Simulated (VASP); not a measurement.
Here is a VASP 6.6.1 calculation.

File INCAR:

```
SYSTEM = Si
ALGO = Normal
EDIFF = 1E-6
ENCUT = 500
GGA = PS
GGA_COMPAT = .FALSE.
ISIF = 2
ISMEAR = 0
LASPH = .TRUE.
LCHARG = .FALSE.
LREAL = .FALSE.
LWAVE = .FALSE.
NBANDS = 8
NELM = 120
PREC = Accurate
SIGMA = 0.1
```

File KPOINTS:

```
k-points
0
G
  8 8 8
  0 0 0
```

POSCAR

```
Si
1.0
    0.0000000000      2.2165186267      2.2165186267
    2.2165186267      0.0000000000      2.2165186267
    2.2165186267      2.2165186267      0.0000000000
Si
1
Direct
    0.0000000000      0.0000000000      0.0000000000
```

Potentials or basis: VASP PAW PBE potentials, release 64 (Si).

Launch:

```console
$ cat potpaw_PBE.64/Si/POTCAR > POTCAR
$ mpirun -np 1 vasp_std > vasp.out
```

(1) Predict the pressure.

(2) Predict the band gap on the k mesh.

Results:

(1) -16.0 GPa.

(2) zero (bands 2 and 3 overlap by 8.88 eV).

Caveat: the cell differs from its parent crystal (Pb replaced by Si, lengths x 0.856, strained); the cell stands under tension; the PAW data sets were made with another functional, which shifts forces and pressure a little.
